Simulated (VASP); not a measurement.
**SiC20: single point with LDA**

Slab: SiC20, a slab with vacuum.

```xyz
21
Lattice="8.4678 0.0000 0.0000 -2.1170 8.6125 0.0000 0.0000 0.0000 20.2389" Properties=species:S:1:pos:R:3 pbc="T T T"
C    -1.4113    8.4391    4.0000
C     2.8226    8.4391    4.0000
C     1.4113    8.4391    4.0000
C     5.6452    8.4391    4.0000
C     0.7057    8.2656    5.2099
C     4.9396    8.2656    5.2099
C    -0.7057    8.2656    5.2099
C     3.5283    8.2656    5.2099
C    -1.4198    8.0917    6.4178
C     2.8141    8.0917    6.4178
C     1.4198    8.0917    6.4178
C     5.6537    8.0917    6.4178
C     0.6923    7.9168    7.6308
C     4.9262    7.9168    7.6308
C    -0.6923    7.9168    7.6308
C     3.5416    7.9168    7.6308
C    -1.4995    7.7570    8.7389
C     2.7344    7.7570    8.7389
C     1.4995    7.7570    8.7388
C     5.7334    7.7570    8.7388
Si    1.6759    7.7570   10.4986
```

- Program: VASP 6.6.1
- Task: single point
- Functional: LDA
- Potentials or basis: VASP PAW LDA potentials, release 64 (C, Si)
- Cutoff: 520 eV
- k mesh: 4 × 3 × 1
- Occupations: gaussian, width 0.1 eV
- Spin: no spin polarisation
- Dipole correction: yes
- Further INCAR settings: LREAL = Auto; ALGO = Normal; EDIFF = 1e-06; NBANDS = 58

```yaml
Largest_force: 8.030 eV/Å
Band_gap_on_the_k_mesh: 0.10 eV, direct
```

Forces in eV/Å, atoms in the order of the input:
```
C   -7.081 -0.149  1.077
C   -6.976 -0.154  1.115
C    6.953 -0.156  1.117
C    7.063 -0.156  1.086
C   -0.449  0.189 -1.275
C   -0.467  0.162 -1.116
C    0.488  0.152 -1.092
C    0.439  0.180 -1.245
C   -0.048  0.024 -0.114
C    0.596 -0.027  0.093
C   -0.782 -0.038  0.156
C    0.084  0.004 -0.065
C    0.002  0.138 -2.018
C   -0.538 -0.003  0.028
C    0.704 -0.002 -0.001
C   -0.145  0.073 -1.102
C   -0.103 -0.043  0.364
C    6.728 -0.041  2.974
C   -8.027  0.015 -0.225
C    0.111 -0.022  0.208
Si   1.448 -0.146  0.035
```

Levels at points of the mesh, in eV from the valence-band top:
```tsv
k point	band 39	band 40	band 41	band 42	band 43	band 44	band 45	band 46
(0.00, 0.00, 0.00)	-1.21	-1.09	-0.97	0.00	0.11	0.95	1.19	1.64
(0.50, 0.00, 0.00)	-1.31	-1.28	-1.25	-0.97	0.61	0.82	1.29	1.42
```

Run time: 21 min on 1 thread of Intel(R) Xeon(R) Platinum 8559C (Emerald Rapids), with other jobs on the host, peak memory 1 GiB.
